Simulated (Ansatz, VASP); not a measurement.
## BaF2 in VASP and in Ansatz

File INCAR:

```
PREC = Accurate ; ENCUT = 600
EDIFF = 1E-6 ; ISMEAR = -1
SIGMA = 0.0272 ; LREAL = F
LASPH = T ; NELM = 120
ALGO = Normal ; ISIF = 2
LWAVE = F ; LCHARG = F
GGA = PS ; NBANDS = 19
GGA_COMPAT = F
```

Contents of KPOINTS:

```
Automatic mesh
0
Gamma
  6 6 6
```

The input POSCAR:

```
BaF2
1.0
    0.0000000000      3.1000500000      3.1000500000
    3.1000500000      0.0000000000      3.1000500000
    3.1000500000      3.1000500000      0.0000000000
Ba F
1 2
Direct
    0.0000000000      0.0000000000      0.0000000000
    0.2500000000      0.2500000000      0.2500000000
    0.7500000000      0.7500000000      0.7500000000
```

Input for Ansatz:

```yaml
crystal:
  lattice:
    - [0.0, 3.10005, 3.10005]
    - [3.10005, 0.0, 3.10005]
    - [3.10005, 3.10005, 0.0]
  atoms:
    - { symbol: Ba, position: [0.0, 0.0, 0.0] }
    - { symbol: F, position: [0.25, 0.25, 0.25] }
    - { symbol: F, position: [0.75, 0.75, 0.75] }
kpoints:
  mp_grid: { grid: [6, 6, 6] }
scf:
  occupations: { method: fermi_dirac, width: 0.0272 }
hamiltonian:
  xc: pbesol
  pseudopotentials: { kind: paw }
output:
  forces: true
  stress: true
  eigenvalues: true
  core_levels:
    shells: { Ba: ["3p"] }
    counted_from: conduction_bottom
    add_spin: false
```

Alike in both runs: task single point; functional PBEsol; k mesh 6 × 6 × 6; occupations fermi-dirac, width 0.0272 eV; no spin polarisation.

|  | VASP | Ansatz |
| --- | --- | --- |
| version | VASP 6.6.1 | Ansatz 0.2.0 |
| potentials or method | VASP PAW PBE potentials, release 64 (Ba_sv, F) | PAW with Ansatz's default frozen-core files, scalar-relativistic |
| plane-wave cutoff (eV) | 600 | 420 |
| valence electrons in the cell | 24 | 24 |

Ansatz gave:

| Quantity | Value |
| --- | --- |
| gap on the k mesh at the Fermi level (eV) | 6.72 |
| pressure (GPa) | -1.8 |

Problem. What did VASP give for the same quantities?

Solution. gap on the k mesh at the Fermi level (eV): 6.64; pressure (GPa): -0.7.

VASP's potentials were made for PBE, not for PBEsol. With one functional, cell and mesh, what is left measures potentials, basis and numerics.

Spin-orbit coupling is off throughout.
